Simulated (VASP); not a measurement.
A run of VASP 6.6.1:

The input INCAR:

```
ALGO = Normal ; EDIFF = 1E-7
ENCUT = 520 ; GGA = CA
ISIF = 2 ; ISMEAR = -1
LASPH = T ; LCHARG = F
LREAL = F ; LWAVE = F
NBANDS = 18 ; NELM = 60
PREC = Accurate ; SIGMA = 0.05
```

Contents of KPOINTS:

```
k-points
0
Gamma
  13 13 13
```

File POSCAR:

```
Ag
1.0
    0.0000000000      2.6327581921      2.6327581921
    2.6327581921      0.0000000000      2.6327581921
    2.6327581921      2.6327581921      0.0000000000
Ag
2
Direct
   -0.1250000000     -0.1250000000     -0.1250000000
    0.1250000000      0.1250000000      0.1250000000
```

Potentials or basis: VASP PAW LDA potentials, release 64 (Ag).

Command:

```console
$ cat potpaw_LDA.64/Ag/POTCAR > POTCAR
$ mpirun -np 1 vasp_std > vasp.out
```

Hardware: 1 thread of AMD EPYC 7R13 Processor (Zen 3), with other jobs on the host.

Q: How long does it take, and how much memory?

A: Run time: 31 s on 1 thread of AMD EPYC 7R13 Processor (Zen 3) (shared host), peak memory 0.14 GiB. Counts: scf iterations 11, k points 84.
